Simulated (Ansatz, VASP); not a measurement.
**Zr in VASP and in Ansatz**

```
Zr
1.0
     3.20484    0.00000    0.00000
    -1.60242    2.77547    0.00000
     0.00000    0.00000    5.10375
Zr
2
Direct
  0.33333 0.66667 0.25000
  0.66667 0.33333 0.75000
```

Change from the starting cell: volume scaled by 0.975, PAW files.

Alike in both runs: task electric field gradients; functional PBEsol; k mesh 13 × 13 × 7; occupations fermi-dirac, width 0.08 eV; no spin polarisation.

|  | VASP | Ansatz |
| --- | --- | --- |
| version | VASP 6.6.1 | Ansatz 0.2.0 |
| potentials or method | VASP PAW PBE potentials, release 64 (Zr_sv) | PAW with Ansatz's default frozen-core files, scalar-relativistic |
| plane-wave cutoff (eV) | 520 | 420 |
| valence electrons in the cell | 24 | 24 |

```tsv
	VASP	Ansatz	Ansatz less VASP
pressure (GPa)	-0.9	-0.9	-0.06
traceless stress, the component that is largest in VASP (GPa)	0.58	0.58	0.000
size of Vzz on the site where it differs most (V/Å²)	44.1	44.6	+0.56
```

VASP's potentials were made for PBE, not for PBEsol.
